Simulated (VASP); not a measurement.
Crystal: MgNi3C.

```xyz
5
Lattice="3.8186 0.0000 0.0000 0.0000 3.8186 0.0000 0.0000 0.0000 3.8186" Properties=species:S:1:pos:R:3 pbc="T T T"
Mg    0.0000    0.0000    0.0000
Ni    0.0000    1.9093    1.9093
Ni    1.9093    0.0000    1.9093
Ni    1.9093    1.9093    0.0000
C     1.9093    1.9093    1.9093
```

* Program: VASP 6.6.1
* Task: relaxation of cell and atoms
* Functional: LDA
* Potentials or basis: VASP PAW LDA potentials, release 64 (Mg, Ni, C)
* Cutoff: 600 eV
* k mesh: 10 × 10 × 10
* Occupations: gaussian, width 0.1 eV
* Spin: no spin polarisation

At the start: pressure -12.4 GPa; volume 11.14 Å³/atom.

Q: How do energy, volume and symmetry change on relaxing?

A: Over 5 steps the energy falls by 30.9 meV/atom and the volume is 10.39 Å³/atom (-6.7 %); space group Pm-3m (No. 221, to 0.1 Å) before and after.

The path:
| step | energy change (eV) | largest force (eV/Å) | pressure (GPa) | volume (Å³) |
| --- | --- | --- | --- | --- |
| 1 | 0.0000 | 0.0000 | -12.38 | 55.68 |
| 2 | -0.0370 | 0.0000 | 13.67 | 49.03 |
| 3 | -0.1547 | 0.0000 | -0.11 | 51.96 |
| 4 | -0.1547 | 0.0000 | 0.16 | 51.89 |
| 5 | -0.1547 | 0.0000 | -0.04 | 51.96 |

Final structure:
```
Mg Ni C
1.0
     3.73157    0.00000    0.00000
     0.00000    3.73157    0.00000
     0.00000    0.00000    3.73157
Mg Ni C
1 3 1
Cartesian
  3.7316 0.0000 0.0000
  0.0000 1.8658 1.8658
  1.8658 0.0000 1.8658
  1.8658 1.8658 0.0000
  1.8658 1.8658 1.8658
```
